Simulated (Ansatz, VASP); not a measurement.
GaSb in VASP and in Ansatz

```
Ga Sb
1.0
     0.00000    3.06588    3.06588
     3.06588    0.00000    3.06588
     3.06588    3.06588    0.00000
Ga Sb
1 1
Direct
  0.00000 0.00000 0.00000
  0.25000 0.25000 0.25000
```

Alike in both runs: task single point; functional PBE; k mesh 4 × 4 × 4; occupations fermi-dirac, width 0.02 eV; non-collinear spin, spin-orbit coupling.

|  | VASP | Ansatz |
| --- | --- | --- |
| version | VASP 6.6.1 | Ansatz 0.2.0 |
| potentials or method | VASP PAW PBE potentials, release 64 (Ga_d, Sb) | plane waves, PAW |
| plane-wave cutoff (eV) | 500 | 420 |
| valence electrons in the cell | 18 | 28 |

|  | VASP | Ansatz | Ansatz less VASP |
| --- | --- | --- | --- |
| net moment per atom (μB) | 0.00 | 0.00 | 0.000 |

The functional is the same, so the differences come from potentials, cutoffs and numerics. VASP's potentials hold 18 valence electrons a cell and Ansatz's 28, so a difference there can come from the potentials and not from the codes. Ansatz's warnings: optics on partly filled bands.

The k mesh is coarse, so the values compare programs but aren't converged.
